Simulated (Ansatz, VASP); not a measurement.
**One calculation of LiCl, two programs**

```
CELL_PARAMETERS angstrom
0.00000 2.52257 2.52257
2.52257 0.00000 2.52257
2.52257 2.52257 0.00000
ATOMIC_POSITIONS crystal
Li 0.00000 0.00000 0.00000
Cl 0.50000 0.50000 0.50000
```

Alike in both runs: task single point; functional PBE; k mesh 8 × 8 × 8; no spin polarisation.

```csv
,VASP,Ansatz
version,VASP 6.6.1,Ansatz 0.2.0
potentials or method,"VASP PAW PBE potentials, release 64 (Li_sv, Cl)","plane waves, PAW"
plane-wave cutoff (eV),520,420
occupations,"gaussian, width 0.01 eV",fixed
valence electrons in the cell,10,10
```

|  | VASP | Ansatz | Ansatz less VASP |
| --- | --- | --- | --- |
| gap on the k mesh at the Fermi level (eV) | 6.64 | 6.62 | -0.013 |

Noted on VASP's run: the cutoff is short for stress, so the pressure is rough.
